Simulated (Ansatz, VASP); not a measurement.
NbC2: VASP beside Ansatz

```xyz
3
Lattice="2.1506 1.2416 1.8957 -2.1506 1.2416 1.8957 0.0000 -2.4832 1.8957" Properties=species:S:1:pos:R:3 pbc="T T T"
Nb    0.0000    0.0000    2.8436
C     0.0000    0.0000    0.6719
C     0.0000    0.0000    5.0153
```

Alike in both runs: task relaxation of cell and atoms; functional PBE; k mesh 12 × 12 × 12; occupations gaussian, width 0.1 eV; no spin polarisation.

|  | VASP | Ansatz |
| --- | --- | --- |
| version | VASP 6.6.1 | Ansatz 0.2.0 |
| potentials or method | VASP PAW PBE potentials, release 64 (Nb_sv, C), cutoff 600 eV | scalar-relativistic, plane waves, PAW |
| valence electrons in the cell | 21 | 21 |

Ansatz gave:

```
gap on the k mesh at the Fermi level, each at its own relaxed structure (eV) : none
relaxed volume (Å³/atom)                                                     : 10.14
relaxed cell length with the largest relative difference (Å)                 : 3.125
```

Problem. Which values does VASP return?

Solution. gap on the k mesh at the Fermi level, each at its own relaxed structure (eV): none; relaxed volume (Å³/atom): 10.12; relaxed cell length with the largest relative difference (Å): 3.123.

A gap of «none» marks a metal or a gap that the smearing closes.
